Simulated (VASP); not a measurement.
# InP in VASP: further runs

The runs below take InP through single point, with PBE.

All numbers are computed with VASP 6.6.1; they aren't measurements. Logs are shortened: lines on timing, memory, paths and dates and some standing lists are left out, and cuts for length are marked.

### 1 The cell of the first run

Symmetry: F-43m, No. 216, cubic system. Conventional cell: a = 5.861 Å, b = 5.861 Å, c = 5.861 Å, α = 90.00°, β = 90.00°, γ = 90.00°. In (site symmetry -43m) has 4 P at 2.54 Å within 3.3 Å. Within 3.3 Å of P (site symmetry -43m) lie 4 In at 2.54 Å.

### 2 Single point, PBE

INCAR

```
SYSTEM = InP
PREC = Accurate ; ENCUT = 520
EDIFF = 1E-7 ; ISMEAR = 0
SIGMA = 0.05 ; LREAL = .False.
LASPH = .True. ; NELM = 100
ALGO = Normal ; ISIF = 2
LWAVE = .False. ; LCHARG = .False.
GGA = PE ; NBANDS = 16
```

KPOINTS

```
Automatic mesh
0
Gamma
  6 6 6
  0 0 0
```

POSCAR

```
InP
1.0
    0.0000000000      2.9305000000      2.9305000000
    2.9305000000      0.0000000000      2.9305000000
    2.9305000000      2.9305000000      0.0000000000
In P
1 1
Direct
    0.0000000000      0.0000000000      0.0000000000
    0.2500000000      0.2500000000      0.2500000000
```

Potentials or basis: VASP PAW PBE potentials, release 64 (In_d, P).

Started as:

```
$ cat potpaw_PBE.64/In_d/POTCAR potpaw_PBE.64/P/POTCAR > POTCAR
$ mpirun -np 1 vasp_std > vasp.out
```

OUTCAR:

```text
SYSTEM = InP
   PREC = Accurate
   ENCUT = 520
   EDIFF = 1E-7
   ISMEAR = 0
   LREAL = .False.
   LASPH = .True.
   NELM = 100
   ISIF = 2
   GGA = PE

 ion  position               nearest neighbor table
   1  0.000  0.000  0.000-   2 2.54   2 2.54   2 2.54   2 2.54
   2  0.250  0.250  0.250-   1 2.54   1 2.54   1 2.54   1 2.54

  LATTYP: Found a face centered cubic cell.
 ALAT       =     5.8610000000

  Lattice vectors:

 A1 = (   0.0000000000,   2.9305000000,   2.9305000000)
 A2 = (   2.9305000000,   0.0000000000,   2.9305000000)
 A3 = (   2.9305000000,   2.9305000000,   0.0000000000)

Analysis of symmetry for initial positions (statically):
=====================================================================
 Subroutine PRICEL returns:
 Original cell was already a primitive cell.

 Routine SETGRP: Setting up the symmetry group for a
 face centered cubic supercell.

 Subroutine GETGRP returns: Found 24 space group operations
 (whereof 24 operations were pure point group operations)
 out of a pool of 48 trial point group operations.

The static configuration has the point symmetry T_d .

Analysis of symmetry for dynamics (positions and initial velocities):
=====================================================================
 Subroutine PRICEL returns:
 Original cell was already a primitive cell.

 Routine SETGRP: Setting up the symmetry group for a
 face centered cubic supercell.

 Subroutine GETGRP returns: Found 24 space group operations
 (whereof 24 operations were pure point group operations)
 out of a pool of 48 trial point group operations.

The dynamic configuration has the point symmetry T_d .

 Subroutine INISYM returns: Found 24 space group operations
 (whereof 24 operations are pure point group operations),
 and found     1 'primitive' translations

----------------------------------------------------------------------------------------

                                     Primitive cell

  volume of cell :      50.3333

  direct lattice vectors                    reciprocal lattice vectors
     0.000000000  2.930500000  2.930500000    -0.170619348  0.170619348  0.170619348
     2.930500000  0.000000000  2.930500000     0.170619348 -0.170619348  0.170619348
     2.930500000  2.930500000  0.000000000     0.170619348  0.170619348 -0.170619348

  length of vectors
     4.144352845  4.144352845  4.144352845     0.295521380  0.295521380  0.295521380

  position of ions in fractional coordinates (direct lattice)
     0.000000000  0.000000000  0.000000000
     0.250000000  0.250000000  0.250000000

  ion indices of the primitive-cell ions
   primitive index   ion index
                 1           1
                 2           2

----------------------------------------------------------------------------------------

 KPOINTS: Automatic mesh

Automatic generation of k-mesh.
 Grid dimensions read from file:
 generate k-points for:    6    6    6

 Generating k-lattice:

  Cartesian coordinates                     Fractional coordinates (reciprocal lattice)
    -0.028436558  0.028436558  0.028436558     0.166666667  0.000000000  0.000000000
     0.028436558 -0.028436558  0.028436558     0.000000000  0.166666667  0.000000000
     0.028436558  0.028436558 -0.028436558     0.000000000  0.000000000  0.166666667

  Length of vectors
     0.049253563  0.049253563  0.049253563

  Shift w.r.t. Gamma in fractional coordinates (k-lattice)
     0.000000000  0.000000000  0.000000000

 Subroutine IBZKPT returns following result:
 ===========================================

 Found     16 irreducible k-points:

 Following reciprocal coordinates:
            Coordinates               Weight
  0.000000  0.000000  0.000000      1.000000
  0.166667  0.000000  0.000000      8.000000
  0.333333  0.000000  0.000000      8.000000
  0.500000  0.000000  0.000000      4.000000
  0.166667  0.166667  0.000000      6.000000
  0.333333  0.166667  0.000000     24.000000
[... 8 lines left out ...]
 -0.333333  0.333333  0.166667     24.000000
 -0.333333  0.500000  0.166667     12.000000
   k-points           NKPTS =     16   k-points in BZ     NKDIM =     16   number of bands    NBANDS=     16
   number of dos      NEDOS =    301   number of ions     NIONS =      2
   total plane-waves  NPLWV =  32768
   dimension x,y,z NGX =    32 NGY =   32 NGZ =   32
   dimension x,y,z NGXF=    64 NGYF=   64 NGZF=   64
   ions per type =               1   1
   NGX,Y,Z   is equivalent  to a cutoff of  12.84, 12.84, 12.84 a.u.
   NGXF,Y,Z  is equivalent  to a cutoff of  25.67, 25.67, 25.67 a.u.
 SYSTEM =  InP
   PREC   = accura    normal or accurate (medium, high low for compatibility)
   ISTART =      0    job   : 0-new  1-cont  2-samecut
   ICHARG =      2    charge: 1-file 2-atom 10-const
   ISPIN  =      1    spin polarized calculation?
   LNONCOLLINEAR =      F non collinear calculations
   LSORBIT =      F    spin-orbit coupling
   LASPH  =      T    aspherical Exc in radial PAW
   ENCUT  =  520.0 eV  38.22 Ry    6.18 a.u.   7.71  7.71  7.71*2*pi/ulx,y,z
   NELM   =    100;   NELMIN=  2; NELMDL= -5     # of ELM steps
   EDIFF  = 0.1E-06   stopping-criterion for ELM
   LREAL  =      F    real-space projection
   EDIFFG = 0.1E-05   stopping-criterion for IOM
   NSW    =      0    number of steps for IOM
   IBRION =     -1    ionic relax: 0-MD 1-quasi-New 2-CG
   NFREE  =      0    steps in history (QN), initial steepest desc. (CG)
   ISIF   =      2    stress and relaxation
   ISYM   =      2    0-nonsym 1-usesym 2-fastsym
   POTIM  = 0.5000    time-step for ionic-motion
   TEBEG  =    0.0;   TEEND  =   0.0 temperature during run
   PSTRESS=    0.0 pullay stress
   NELECT =      18.0000    total number of electrons
   NUPDOWN=      -1.0000    fix difference up-down
   EMIN   =  10.00;   EMAX   =-10.00  energy-range for DOS
   EFERMI =   0.00;   METHOD = LEGACY
   ISMEAR =     0;   SIGMA  =   0.05  broadening in eV -4-tet -1-fermi 0-gaus
   EFERMI_NEDOS =   21; number of points for ismear=-14 and -15
   IALGO  =     38    algorithm
   IMIX   =      4    mixing-type and parameters
     AMIX     =   0.40;   BMIX     =  1.00
     AMIX_MAG =   1.60;   BMIX_MAG =  1.00
  volume/ion in A,a.u.               =      25.17       169.83
  Fermi-wavevector in a.u.,A,eV,Ry     =   1.162021  2.195901 18.371846  1.350293
  Thomas-Fermi vector in A             =   2.298587
   LORBIT       =      0    0 simple, 1 ext, 2 COOP (PROOUT), +10 PAW based schemes
   GGA     = PE    functional components
   LHFCALC =     F    Hartree Fock is set to
   AEXX    =    0.0000 exact exchange contribution
   IVDW    =     0    specifies the selected vdW correction
   LEPSILON=     F    determine dielectric tensor
   LRPA    =     F    only Hartree local field effects (RPA)
 non-spin polarized calculation
 Gauss-broadening in eV      SIGMA  =   0.05
  energy-cutoff  :      520.00
  volume of cell :       50.33
 maximum number of plane-waves:      1380
   NGX = 15   NGY = 15   NGZ = 15

 number of electron      18.0000005 magnetization

 Free energy of the ion-electron system (eV)
  ---------------------------------------------------
  ext. energy  EPLUGINS =         0.00000000
  ---------------------------------------------------
  free energy    TOTEN  =        -8.37009074 eV

  energy without entropy =       -8.37009074  energy(sigma->0) =       -8.37009074

 E-fermi :   5.4169     XC(G=0):  -9.2800

 val. band max:        5.1955555359   @ k =   0.0000   0.0000   0.0000
 cond. band min:       5.9056033970   @ k =   0.0000   0.0000   0.0000
 fundamental gap:      0.7100478611
 Fermi energy:         5.4168967658

 k-point     1 :       0.0000    0.0000    0.0000
  band No.  band energies     occupation
      1      -8.9978      2.00000
      2      -8.9978      2.00000
      3      -8.9978      2.00000
      4      -8.8460      2.00000
      5      -8.8460      2.00000
      6      -6.3225      2.00000
[... 8 lines left out ...]
     15      14.6413      0.00000
     16      14.6413      0.00000

 k-point     2 :       0.1667    0.0000    0.0000
  band No.  band energies     occupation
      1      -9.0297      2.00000
      2      -8.9854      2.00000
      3      -8.9854      2.00000
      4      -8.8456      2.00000
      5      -8.8456      2.00000
      6      -6.0092      2.00000
[... 8 lines left out ...]
     15      13.8123      0.00000
     16      14.6809      0.00000

 k-point     3 :       0.3333    0.0000    0.0000
  band No.  band energies     occupation
      1      -9.0888      2.00000
      2      -8.9656      2.00000
      3      -8.9656      2.00000
      4      -8.8391      2.00000
      5      -8.8391      2.00000
      6      -5.2005      2.00000
[... 8 lines left out ...]
     15      14.2930      0.00000
     16      14.2930      0.00000

 k-point     4 :       0.5000    0.0000    0.0000
  band No.  band energies     occupation
      1      -9.1166      2.00000
      2      -8.9590      2.00000
      3      -8.9590      2.00000
      4      -8.8324      2.00000
      5      -8.8324      2.00000
      6      -4.5975      2.00000
[... 8 lines left out ...]
     15      15.8362      0.00000
     16      15.8362      0.00000
[... 172 lines left out ...]
 k-point    14 :       0.5000    0.3333    0.1667
  band No.  band energies     occupation
      1      -9.1298      2.00000
      2      -8.9434      2.00000
      3      -8.9249      2.00000
      4      -8.8655      2.00000
      5      -8.8277      2.00000
      6      -4.5706      2.00000
[... 8 lines left out ...]
     15      16.3102      0.00000
     16      16.9331      0.00000

 k-point    15 :      -0.3333    0.3333    0.1667
  band No.  band energies     occupation
      1      -9.1395      2.00000
      2      -8.9439      2.00000
      3      -8.9141      2.00000
      4      -8.8599      2.00000
      5      -8.8326      2.00000
      6      -4.0889      2.00000
[... 8 lines left out ...]
     15      16.2982      0.00000
     16      16.7651      0.00000

 k-point    16 :      -0.3333    0.5000    0.1667
  band No.  band energies     occupation
      1      -9.1588      2.00000
      2      -8.9255      2.00000
      3      -8.9013      2.00000
      4      -8.8743      2.00000
      5      -8.8241      2.00000
      6      -3.8840      2.00000
[... 8 lines left out ...]
     15      16.4509      0.00000
     16      17.1512      0.00000

------------------------ aborting loop because EDIFF is reached ----------------------------------------

  FORCE on cell =-STRESS in cart. coord.  units (eV):
  Direction    XX          YY          ZZ          XY          YZ          ZX
  --------------------------------------------------------------------------------------
  -------------------------------------------------------------------------------------
  Total        1.0317964      1.0317964      1.0317964      0.0000000      0.0000000     -0.0000000
  in kB       32.8434977     32.8434977     32.8434977      0.0000000      0.0000000     -0.0000000
  external PRESSURE =      32.8434977 kB  Pullay stress =       0.0000000 kB

 VOLUME and BASIS-vectors are now :
 -----------------------------------------------------------------------------
  energy-cutoff  :      520.00
  volume of cell :       50.33
      direct lattice vectors                 reciprocal lattice vectors
     0.000000000  2.930500000  2.930500000    -0.170619348  0.170619348  0.170619348
     2.930500000  0.000000000  2.930500000     0.170619348 -0.170619348  0.170619348
     2.930500000  2.930500000  0.000000000     0.170619348  0.170619348 -0.170619348

 POSITION                                       TOTAL-FORCE (eV/Angst)
 -----------------------------------------------------------------------------------
      0.00000      0.00000      0.00000        -0.000000     -0.000000     -0.000000
      1.46525      1.46525      1.46525         0.000000      0.000000      0.000000
 -----------------------------------------------------------------------------------
    total drift:                               -0.000000     -0.000000     -0.000000

  FREE ENERGIE OF THE ION-ELECTRON SYSTEM (eV)
  ---------------------------------------------------
  free  energy   TOTEN  =        -8.3700907447 eV

  energy  without entropy=       -8.3700907447  energy(sigma->0) =       -8.37009074
```

It took 6.3 s on 1 thread of Intel Xeon 6975P-C (Granite Rapids), shared host; peak memory 0.17 GiB.

What came out:

```
Free energy            : -8.3701 eV
Pressure               : 3.3 GPa
Band gap on the k mesh : 0.71 eV, direct
```

Caveat: spin-orbit coupling is left out, which moves the levels of the heavy elements.

### 3 Single point, PBE

This run uses another cell than the first one, of 24.67 Å³/atom, 0.980 times its volume.

INCAR

```
PREC = Accurate
ENCUT = 520
EDIFF = 1E-6
ISMEAR = 0
SIGMA = 0.05
LREAL = False
LASPH = True
NELM = 60
ALGO = Normal
ISIF = 2
LWAVE = False
LCHARG = False
GGA = PE
NBANDS = 16
```

KPOINTS

```
regular mesh
0
Gamma
  6 6 6
```

POSCAR

```
InP
1.0
    0.0000000000      2.9011950000      2.9305000000
    2.9011950000      0.0000000000      2.9305000000
    2.9011950000      2.9011950000      0.0000000000
In P
1 1
Direct
    0.0000000000      0.0000000000      0.0000000000
    0.2500000000      0.2500000000      0.2500000000
```

Potentials or basis: VASP PAW PBE potentials, release 64 (In_d, P).

Started as:

```
$ cat potpaw_PBE.64/In_d/POTCAR potpaw_PBE.64/P/POTCAR > POTCAR
$ mpirun -np 1 vasp_std > vasp.out
```

It took 8.1 s on 1 thread of Intel Xeon 6975P-C (Granite Rapids), shared host; peak memory 0.17 GiB.

It converged, with:

```yaml
Free_energy: -8.3441 eV
Pressure: 4.8 GPa
Band_gap_on_the_k_mesh: 0.80 eV, direct
```

Stress tensor (GPa, compression positive):
```
4.97 0.00 0.00
0.00 4.97 0.00
0.00 0.00 4.57
```

Levels at points of the mesh, in eV from the valence-band top:
| k point | band 6 | band 7 | band 8 | band 9 | band 10 | band 11 | band 12 | band 13 |
| --- | --- | --- | --- | --- | --- | --- | --- | --- |
| (0.00, 0.00, 0.00) | -11.67 | -0.05 | 0.00 | 0.00 | 0.80 | 4.07 | 4.07 | 4.08 |
| (0.50, 0.00, 0.00) | -9.88 | -5.86 | -1.05 | -0.98 | 1.53 | 4.76 | 4.83 | 7.12 |
| (0.50, 0.50, 0.00) | -9.23 | -5.90 | -2.37 | -2.37 | 1.75 | 2.31 | 9.26 | 9.72 |
| (0.50, 0.00, 0.50) | -9.19 | -5.84 | -2.43 | -2.42 | 1.69 | 2.22 | 9.36 | 9.68 |

Caveat: spin-orbit coupling is left out, which moves the levels of the heavy elements.

### 4 Single point, PBE

This run uses another cell than the first one, of 24.83 Å³/atom, 0.987 times its volume.

INCAR

```
SYSTEM = InP
  PREC = Accurate
  ENCUT = 520
  EDIFF = 1E-7
  ISMEAR = 0
  SIGMA = 0.05
  LREAL = .False.
  LASPH = .True.
  NELM = 100
  ALGO = Normal
  ISIF = 2
  LWAVE = .False.
  LCHARG = .False.
  GGA = PE
  NBANDS = 16
```

KPOINTS

```
Automatic mesh
0
Gamma
  6 6 6
  0 0 0
```

POSCAR

```
InP
1.0
    0.0000000000      2.9109633333      2.9305000000
    2.9109633333      0.0000000000      2.9305000000
    2.9109633333      2.9109633333      0.0000000000
In P
1 1
Direct
    0.0000000000      0.0000000000      0.0000000000
    0.2500000000      0.2500000000      0.2500000000
```

Started as:

```
$ cat potpaw_PBE.64/In_d/POTCAR potpaw_PBE.64/P/POTCAR > POTCAR
$ mpirun -np 1 vasp_std > vasp.out
```

Run time: 10 s. Hardware: 1 thread of Intel Xeon 6975P-C (Granite Rapids), shared host; peak memory 0.17 GiB.

It converged, with:

| Item | Value |
| --- | --- |
| Free energy | -8.3539 eV |
| Pressure | 4.3 GPa |
| Band gap on the k mesh | 0.77 eV, direct |

Stress tensor (GPa, compression positive):
```
4.40 0.00 0.00
0.00 4.40 0.00
0.00 0.00 4.13
```

Levels at points of the mesh, in eV from the valence-band top:
| k point | band 6 | band 7 | band 8 | band 9 | band 10 | band 11 | band 12 | band 13 |
| --- | --- | --- | --- | --- | --- | --- | --- | --- |
| (0.00, 0.00, 0.00) | -11.62 | -0.03 | 0.00 | 0.00 | 0.77 | 4.07 | 4.07 | 4.08 |
| (0.50, 0.00, 0.00) | -9.85 | -5.81 | -1.02 | -0.98 | 1.52 | 4.77 | 4.82 | 7.12 |
| (0.50, 0.50, 0.00) | -9.20 | -5.85 | -2.35 | -2.35 | 1.75 | 2.29 | 9.24 | 9.68 |
| (0.50, 0.00, 0.50) | -9.17 | -5.81 | -2.39 | -2.39 | 1.71 | 2.23 | 9.31 | 9.65 |

Caveat: spin-orbit coupling is left out, which moves the levels of the heavy elements. A hybrid or GW would open this gap; PBE tends to underestimate it.

### 5 Single point, PBE

This run uses another cell than the first one, of 25.00 Å³/atom, 0.993 times its volume.

INCAR

```
PREC = Accurate
ENCUT = 520
EDIFF = 1E-6
ISMEAR = 0
SIGMA = 0.05
LREAL = F
LASPH = T
NELM = 60
ALGO = Normal
ISIF = 2
LWAVE = F
LCHARG = F
GGA = PE
NBANDS = 16
```

KPOINTS

```
Automatic mesh
0
Gamma
  6 6 6
```

POSCAR

```
InP
1.0
    0.0000000000      2.9207316667      2.9305000000
    2.9207316667      0.0000000000      2.9305000000
    2.9207316667      2.9207316667      0.0000000000
In P
1 1
Direct
    0.0000000000      0.0000000000      0.0000000000
    0.2500000000      0.2500000000      0.2500000000
```

Started as:

```
$ cat potpaw_PBE.64/In_d/POTCAR potpaw_PBE.64/P/POTCAR > POTCAR
$ mpirun -np 1 vasp_std > vasp.out
```

Wall time 8.3 s (1 thread of Intel Xeon 6975P-C (Granite Rapids), shared host); peak memory 0.18 GiB.

It converged, with:

| Item | Value |
| --- | --- |
| Free energy | -8.3625 eV |
| Pressure | 3.8 GPa |
| Band gap on the k mesh | 0.74 eV, direct |

Stress tensor (GPa, compression positive):
```
3.82 0.00 0.00
0.00 3.82 0.00
0.00 0.00 3.69
```

Levels at points of the mesh, in eV from the valence-band top:
```tsv
k point	band 6	band 7	band 8	band 9	band 10	band 11	band 12	band 13
(0.00, 0.00, 0.00)	-11.57	-0.02	0.00	0.00	0.74	4.08	4.08	4.09
(0.50, 0.00, 0.00)	-9.82	-5.77	-1.00	-0.98	1.51	4.79	4.81	7.11
(0.50, 0.50, 0.00)	-9.17	-5.80	-2.34	-2.34	1.75	2.28	9.23	9.63
(0.50, 0.00, 0.50)	-9.16	-5.78	-2.36	-2.35	1.74	2.25	9.26	9.62
```

Caveat: spin-orbit coupling is left out, which moves the levels of the heavy elements.

(Continued in part 2 of 2.)
